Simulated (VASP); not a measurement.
Runs of VASP 6.6.1 on TePb. The structure is that of space group Fm-3m (No. 225), or close to it. The cells are those of the table. 

```tsv
task	cell	gap on the mesh (eV)	pressure (GPa)
relaxation of cell and atoms	relaxed to 7 GPa from a = 4.513 Å, angles 60.0, 60.0, 90.0°, 2 atoms	(a)	7.0
single point	a = 4.582 Å, angles 60.0, 60.0, 90.0°, 2 atoms	0.65	-2.0
single point	a = 4.456 Å, angles 60.0, 60.0, 90.0°, 2 atoms	0.46	2.1
relaxation of cell and atoms	relaxed to -2 GPa from a = 4.513 Å, angles 60.0, 60.0, 90.0°, 2 atoms	0.65	-2.0
single point	a = 4.410 Å, angles 60.0, 60.0, 90.0°, 2 atoms	(b)	(c)
single point	a = 4.298 Å, angles 60.0, 60.0, 90.0°, 2 atoms	0.15	10.1
relaxation of cell and atoms	relaxed to 10 GPa from a = 4.513 Å, angles 60.0, 60.0, 90.0°, 2 atoms	0.16	10.0
relaxation of cell and atoms	relaxed to 2 GPa from a = 4.513 Å, angles 60.0, 60.0, 90.0°, 2 atoms	0.47	2.0
```

Alike in all rows: level LDA; potentials or basis VASP PAW LDA potentials, release 64 (Te, Pb_d); no spin polarisation; k mesh 6 × 6 × 6; cutoff (eV) 500; smearing gaussian 0.01 eV.

Problem. Estimate the missing entries.

Solution. (a) 0.27; (b) 0.38; (c) 4.1.

Caveats: spin-orbit coupling is left out, which moves the levels of the heavy elements; the cell is relaxed towards a set pressure, so the run minimises the enthalpy, not the energy (at least some runs); the cell stands under pressure (at least some runs).

A k mesh can miss the band edges, and the runs leave out spin-orbit coupling on Pb, Te.
